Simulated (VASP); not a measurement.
Fe2Pt, 3 atoms in the cell. The structure is trigonal, space group P-3m1 (No. 164). The conventional cell has a = 2.618 Å, b = 2.618 Å, c = 6.277 Å, α = 90.00°, β = 90.00°, γ = 120.00°. Fe (site symmetry 3m) has 9 Fe at 2.36 to 2.62 Å and 3 Pt at 2.69 Å within 3.1 Å. Within 3.5 Å of Pt (site symmetry -3m) lie 6 Pt at 2.62 Å and 6 Fe at 2.69 Å. 

```yaml
Program: VASP 6.6.1
Task: relaxation of cell and atoms
Functional: PBEsol
Potentials_or_basis: VASP PAW PBE potentials, release 64 (Fe, Pt)
Cutoff: 600 eV
k_mesh: 18 × 18 × 8
Occupations: gaussian, width 0.1 eV
Spin: no spin polarisation
Dipole_correction: no
Further_INCAR_settings: ALGO = Fast; EDIFF = 1e-07; IBRION = 2; EDIFFG = -0.01; NSW = 80; ISIF = 3
```

Potentials or basis: VASP PAW PBE potentials, release 64 (Fe, Pt).

Launch:

```bash
$ cat potpaw_PBE.64/Fe/POTCAR potpaw_PBE.64/Pt/POTCAR > POTCAR
$ mpirun -np 1 vasp_std > vasp.out
```

Hardware: 1 thread of Intel(R) Xeon(R) Platinum 8559C (Emerald Rapids) (shared host).

**Question.** Estimate the wall time of this run.

**Answer.** It took 17 min on 1 thread of Intel(R) Xeon(R) Platinum 8559C (Emerald Rapids), with other jobs on the host, peak memory 0.4 GiB. Counts: scf iterations 109, k points 266, ion steps 9.
